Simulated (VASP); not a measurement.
# Al5InAs6 in VASP: further runs, part 2 of 2

VASP 6.6.1.

## 3. Single point, PBE

File INCAR:

```
  PREC = Accurate
  ENCUT = 520
  EDIFF = 1E-7
  ISMEAR = 0
  SIGMA = 0.1
  LREAL = F
  LASPH = T
  NELM = 100
  ALGO = Normal
  ISIF = 2
  LWAVE = F
  LCHARG = T
  GGA = PE
  LELF = T
  LVHAR = T
  NBANDS = 41
```

File KPOINTS:

```
Automatic mesh
0
Gamma
  3 3 4
```

File POSCAR:

```
Al5InAs6
1.0
    7.0865127000      0.0000000000      0.0000000000
   -3.5432563000      6.1371000000      0.0000000000
    0.0000000000      0.0000000000      6.7247279000
Al In As
5 1 6
Direct
    0.3383250000      0.3383250000      0.0002950000
    0.0000000000      0.6616750000      0.0002950000
    0.6616750000      0.0000000000      0.0002950000
    0.6666667000      0.3333333000      0.5008870000
    0.3333333000      0.6666667000      0.5008870000
    0.0000000000      0.0000000000      0.5018170000
    0.3527930000      0.3527930000      0.3697590000
    0.0000000000      0.6472070000      0.3697590000
    0.6472070000      0.0000000000      0.3697590000
    0.6666667000      0.3333333000      0.8718450000
    0.3333333000      0.6666667000      0.8718450000
    0.0000000000      0.0000000000      0.8985550000
```

Potentials or basis: VASP PAW PBE potentials, release 64 (Al, In_d, As).

Started as:

```bash
cat potpaw_PBE.64/Al/POTCAR potpaw_PBE.64/In_d/POTCAR potpaw_PBE.64/As/POTCAR > POTCAR
mpirun -np 1 vasp_std > vasp.out
```

Run time: 1.7 min. Hardware: 1 thread of AMD EPYC 9R45 (Zen 5), shared host; peak memory 0.4 GiB.

It converged, with:

```yaml
Free_energy: -54.5257 eV
Pressure: 0.1 GPa
Largest_force: 0.006 eV/Å
Band_gap_on_the_k_mesh: 1.35 eV, direct
```

Forces on the atoms (eV/Å):
```
Al   0.000  0.000  0.001
Al   0.000  0.000  0.001
Al   0.000  0.000  0.001
Al   0.000  0.000  0.004
Al   0.000  0.000  0.004
In   0.000  0.000  0.005
As  -0.003 -0.005  0.000
As  -0.003  0.005  0.000
As   0.005  0.000  0.000
As   0.000  0.000 -0.005
As   0.000  0.000 -0.005
As   0.000  0.000 -0.006
```

Levels at points of the mesh, in eV from the valence-band top:
| k point | band 25 | band 26 | band 27 | band 28 | band 29 | band 30 | band 31 | band 32 | band 33 | band 34 |
| --- | --- | --- | --- | --- | --- | --- | --- | --- | --- | --- |
| (0.00, 0.00, 0.00) | -0.97 | -0.97 | -0.16 | 0.00 | 0.00 | 1.35 | 1.47 | 2.31 | 2.31 | 3.87 |
| (0.00, 0.00, 0.50) | -0.98 | -0.68 | -0.68 | -0.39 | -0.39 | 2.05 | 2.12 | 2.41 | 2.62 | 2.62 |

Caveat: spin-orbit coupling is left out, which moves the levels of the heavy elements. A k mesh can miss the band edges.

## 4. Single point, PBE

File INCAR:

```
SYSTEM = Al5InAs6
PREC = Accurate
ENCUT = 520
EDIFF = 1E-6
ISMEAR = 0
SIGMA = 0.1
LREAL = .False.
LASPH = .True.
NELM = 100
ALGO = Normal
ISIF = 2
LWAVE = .False.
LCHARG = .False.
GGA = PE
NBANDS = 41
```

File KPOINTS:

```
regular mesh
0
Gamma
  2 3 3
  0 0 0
```

File POSCAR:

```
Al5InAs6
1.0
    0.0000253925      0.0003874483      6.7244591013
    7.0839202283      0.0004601277      0.0000312564
   -3.5415610451      6.1339839269      0.0003485561
Al In As
5 1 6
Direct
    0.0002293205      0.3382532453      0.3382571093
    0.0002146082      1.0000358061      0.6617995961
    0.0002209986      0.6617949501      0.0000372989
    0.5007466992      0.6666425246      0.3332956969
    0.5007450917      0.3332922071      0.6666202056
    0.5026049070     -0.0000366485     -0.0000348508
    0.3698155769      0.3521481855      0.3521199438
    0.3698036257      0.9999807529      0.6477861204
    0.3698040530      0.6478013941      0.9999534342
    0.8716619710      0.6666961973      0.3333914191
    0.8716604841      0.3333678711      0.6667204816
    0.8984906642      0.0000235144      0.0000535451
```

Started as:

```bash
cat potpaw_PBE.64/Al/POTCAR potpaw_PBE.64/In_d/POTCAR potpaw_PBE.64/As/POTCAR > POTCAR
mpirun -np 1 vasp_std > vasp.out
```

It took 1.7 min on 1 thread of AMD EPYC 9R45 (Zen 5), shared host; peak memory 0.37 GiB.

The run converged. Its results:

```
Free energy            : -54.5379 eV
Pressure               : 0.1 GPa
Largest force          : 0.006 eV/Å
Band gap on the k mesh : 1.36 eV, direct
```

Forces on the atoms (eV/Å):
```
Al   0.000  0.001  0.000
Al   0.000 -0.001  0.000
Al  -0.001  0.000  0.000
Al   0.000  0.000  0.005
Al   0.000  0.000  0.005
In   0.000  0.000  0.000
As  -0.003 -0.004 -0.001
As  -0.003  0.005 -0.001
As   0.006  0.000 -0.001
As   0.000  0.000 -0.002
As   0.000  0.000 -0.002
As   0.000  0.000 -0.003
```

Levels at points of the mesh, in eV from the valence-band top:
| k point | band 26 | band 27 | band 28 | band 29 | band 30 | band 31 | band 32 | band 33 |
| --- | --- | --- | --- | --- | --- | --- | --- | --- |
| (0.00, 0.00, 0.00) | -0.97 | -0.17 | 0.00 | 0.00 | 1.36 | 1.47 | 2.30 | 2.30 |
| (0.50, 0.00, 0.00) | -0.68 | -0.68 | -0.39 | -0.39 | 2.06 | 2.12 | 2.42 | 2.62 |

Caveat: the k points lie up to 0.47 Å⁻¹ apart; spin-orbit coupling is left out, which moves the levels of the heavy elements. A k mesh can miss the band edges.

## 5. Single point, PBE

File INCAR:

```
PREC = Accurate ; ENCUT = 520
EDIFF = 1E-6 ; ISMEAR = 0
SIGMA = 0.02 ; LREAL = F
LASPH = T ; NELM = 100
ALGO = Normal ; ISIF = 2
LWAVE = F ; LCHARG = T
GGA = PE ; LELF = T
LVHAR = T ; NBANDS = 41
```

File KPOINTS:

```
regular mesh
0
Gamma
  6 6 4
```

File POSCAR:

```
Al5InAs6
1.0
    7.0865126870     -0.0000000289      0.0000000000
   -3.5432563185      6.1371000257      0.0000000000
    0.0000000000      0.0000000000      6.7247279000
Al In As
5 1 6
Direct
    0.3383250000      0.3383250000      0.0002950000
    0.0000000000      0.6616750000      0.0002950000
    0.6616750000      0.0000000000      0.0002950000
    0.6666666667      0.3333333333      0.5008870000
    0.3333333333      0.6666666667      0.5008870000
    0.0000000000      0.0000000000      0.5018170000
    0.3527930000      0.3527930000      0.3697590000
    0.0000000000      0.6472070000      0.3697590000
    0.6472070000      0.0000000000      0.3697590000
    0.6666666667      0.3333333333      0.8718450000
    0.3333333333      0.6666666667      0.8718450000
    0.0000000000      0.0000000000      0.8985550000
```

Started as:

```bash
cat potpaw_PBE.64/Al/POTCAR potpaw_PBE.64/In_d/POTCAR potpaw_PBE.64/As/POTCAR > POTCAR
mpirun -np 1 vasp_std > vasp.out
```

Run time: 3.9 min. Hardware: 1 thread of AMD EPYC 9R45 (Zen 5), shared host; peak memory 0.47 GiB.

It converged, with:

* Free energy: -54.5498 eV
* Pressure: 0.1 GPa
* Largest force: 0.011 eV/Å
* Band gap on the k mesh: 1.35 eV, direct

Forces on the atoms (eV/Å):
```
Al   0.000  0.000  0.000
Al   0.000  0.000  0.000
Al   0.000  0.000  0.000
Al   0.000  0.000  0.004
Al   0.000  0.000  0.004
In   0.000  0.000  0.003
As  -0.005 -0.009  0.002
As  -0.005  0.009  0.002
As   0.011  0.000  0.002
As   0.000  0.000 -0.004
As   0.000  0.000 -0.004
As   0.000  0.000 -0.011
```

Levels at points of the mesh, in eV from the valence-band top:
| k point | band 27 | band 28 | band 29 | band 30 | band 31 | band 32 |
| --- | --- | --- | --- | --- | --- | --- |
| (0.00, 0.00, 0.00) | -0.16 | 0.00 | 0.00 | 1.35 | 1.47 | 2.31 |
| (0.50, 0.00, 0.00) | -0.95 | -0.88 | -0.79 | 1.65 | 2.68 | 3.28 |
| (0.00, 0.00, 0.50) | -0.68 | -0.39 | -0.39 | 2.05 | 2.12 | 2.41 |
| (0.50, 0.00, 0.50) | -1.61 | -1.38 | -1.33 | 1.67 | 1.89 | 2.92 |

Caveat: spin-orbit coupling is left out, which moves the levels of the heavy elements. A hybrid or GW would open this gap; PBE tends to underestimate it.

## 6. Single point, r2SCAN

POSCAR is that of step 5.

File INCAR.step1:

```
SYSTEM = Al5InAs6
ALGO = Normal
EDIFF = 1E-4
ENCUT = 520
GGA = PE
ISMEAR = 0
LASPH = .TRUE.
LCHARG = .FALSE.
LREAL = .FALSE.
LWAVE = .TRUE.
NBANDS = 41
NELM = 100
PREC = Accurate
SIGMA = 0.02
```

File INCAR.step2:

```
SYSTEM = Al5InAs6
ALGO = Normal
EDIFF = 1E-7
ENCUT = 520
ISIF = 2
ISMEAR = 0
ISTART = 1
LASPH = .TRUE.
LCHARG = .FALSE.
LMIXTAU = .TRUE.
LREAL = .FALSE.
LWAVE = .FALSE.
METAGGA = R2SCAN
NBANDS = 41
NELM = 100
PREC = Accurate
SIGMA = 0.02
```

File KPOINTS:

```
k-points
0
G
  6 6 4
  0 0 0
```

Potentials or basis: VASP PAW PBE potentials, release 64 (Al, In_d, As).

Started as:

```bash
cat potpaw_PBE.64/Al/POTCAR potpaw_PBE.64/In_d/POTCAR potpaw_PBE.64/As/POTCAR > POTCAR
cp INCAR.step1 INCAR
mpirun -np 1 vasp_std > vasp.out
cp INCAR.step2 INCAR
mpirun -np 1 vasp_std > vasp.out
```

Run time: 20 min. Hardware: 1 thread of Intel Xeon Platinum 8488C (Sapphire Rapids), shared host; peak memory 0.56 GiB.

It converged, with:

* Free energy: -151.3822 eV
* Pressure: -2.0 GPa
* Largest force: 0.047 eV/Å
* Band gap on the k mesh: 1.88 eV, direct

Forces in eV/Å, atoms in the order of the input:
```
Al  -0.002 -0.003  0.015
Al  -0.002  0.003  0.015
Al   0.004  0.000  0.015
Al   0.000  0.000 -0.016
Al   0.000  0.000 -0.016
In   0.000  0.000 -0.004
As  -0.016 -0.027  0.016
As  -0.016  0.027  0.016
As   0.032  0.000  0.016
As   0.000  0.000 -0.005
As   0.000  0.000 -0.005
As   0.000  0.000 -0.047
```

Levels at points of the mesh, in eV from the valence-band top:
```csv
k point,band 26,band 27,band 28,band 29,band 30,band 31,band 32,band 33
"(0.00, 0.00, 0.00)",-1.00,-0.17,0.00,0.00,1.88,1.97,2.61,2.61
"(0.50, 0.00, 0.00)",-1.04,-0.97,-0.89,-0.81,2.00,3.11,3.69,3.81
"(0.00, 0.00, 0.50)",-0.70,-0.70,-0.40,-0.40,2.47,2.61,2.86,3.07
"(0.50, 0.00, 0.50)",-1.75,-1.64,-1.39,-1.36,2.03,2.27,3.30,3.45
```

Caveat: the PAW data sets were made with another functional, which shifts forces and pressure a little; spin-orbit coupling is left out, which moves the levels of the heavy elements. A k mesh can miss the band edges.

## 7. Overview

```csv
level,cell,k mesh,smearing,gap on the mesh (eV),pressure (GPa),largest force (eV/Å)
PBE,"a = 6.725, b = 7.087, c = 7.087 Å, angles 120.0, 90.0, 90.0°, 12 atoms",2 × 3 × 3,gaussian 0.1 eV,1.35,0.1,0.03
PBE,"a = 7.087, b = 7.087, c = 6.725 Å, angles 90.0, 90.0, 120.0°, 12 atoms",3 × 3 × 4,gaussian 0.1 eV,1.35,0.1,0.01
PBE,"a = 6.724, b = 7.084, c = 7.083 Å, angles 120.0, 90.0, 90.0°, 12 atoms",2 × 3 × 3,gaussian 0.1 eV,1.36,0.1,0.01
PBE,"a = 7.087, b = 7.087, c = 6.725 Å, angles 90.0, 90.0, 120.0°, 12 atoms",6 × 6 × 4,gaussian 0.02 eV,1.35,0.1,0.01
r2SCAN,"a = 7.087, b = 7.087, c = 6.725 Å, angles 90.0, 90.0, 120.0°, 12 atoms",6 × 6 × 4,gaussian 0.02 eV,1.88,-2.0,0.05
```

Alike in all rows: task single point; potentials or basis VASP PAW PBE potentials, release 64 (Al, In_d, As); no spin polarisation; cutoff (eV) 520.

Caveats: some runs use coarse meshes; spin-orbit coupling is left out, which moves the levels of the heavy elements; the PAW data sets were made with another functional, which shifts forces and pressure a little (some runs).

Absolute energies hang on the potentials; compare differences alone.
